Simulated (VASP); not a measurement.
## CuO (Tenorite): single point with PBEsol

The system is CuO (Tenorite).

```
Cu O
1.0
     2.39154   -1.74767    0.00000
     2.39154    1.74767    0.00000
    -0.87777    0.00000    5.05944
Cu O
2 2
Direct
  0.49680 0.00320 0.50000
  0.00320 0.49680 0.00000
  0.40560 0.57140 0.75370
  0.57140 0.40560 0.25370
```

- Program: VASP 6.6.1
- Task: single point
- Functional: PBEsol
- Potentials or basis: VASP PAW PBE potentials, release 64 (Cu, O)
- Cutoff: 520 eV
- k mesh: 8 × 8 × 5
- Occupations: fermi-dirac, width 0.05 eV
- Spin: no spin polarisation
- Dipole correction: no
- Further INCAR settings: ALGO = Normal; EDIFF = 1e-07; NBANDS = 25

```json
{
 "Pressure": "-7.8 GPa",
 "Largest force": "0.734 eV/Å",
 "Band gap on the k mesh": "zero (band 17 reaches 5.23 eV, above the bottom of band 18 at 4.73 eV)"
}
```

Forces in eV/Å, atoms in the order of the input:
```
Cu  -0.544 -0.280  0.199
Cu  -0.544  0.280  0.199
O    0.544 -0.451 -0.199
O    0.544  0.451 -0.199
```

Stress tensor (GPa, compression positive):
```
-9.48  0.00 -0.41
 0.00 -5.10  0.00
-0.41  0.00 -8.80
```

Levels at points of the mesh, in eV from the Fermi level:
| k point | band 15 | band 16 | band 17 | band 18 | band 19 | band 20 |
| --- | --- | --- | --- | --- | --- | --- |
| (0.00, 0.00, 0.00) | -2.00 | -1.50 | 0.23 | 0.90 | 1.53 | 5.80 |
| (0.50, 0.00, 0.00) | -1.40 | -1.32 | -0.03 | 0.30 | 4.96 | 6.01 |
| (0.50, 0.50, 0.00) | -1.65 | -1.17 | -0.62 | 1.01 | 3.29 | 6.84 |

Run time: 100 s on 1 thread of Intel(R) Xeon(R) Platinum 8375C CPU @ 2.90GHz (Ice Lake) (shared host), peak memory 0.21 GiB.

Caveat: the PAW data sets were made with another functional, which shifts forces and pressure a little; semilocal functionals often make such compounds metallic where correlation or magnetic order opens a gap, which also shifts bond lengths. With open d or f shells a metallic result of PBEsol can be an artefact of self-interaction; +U or a hybrid may open a gap.
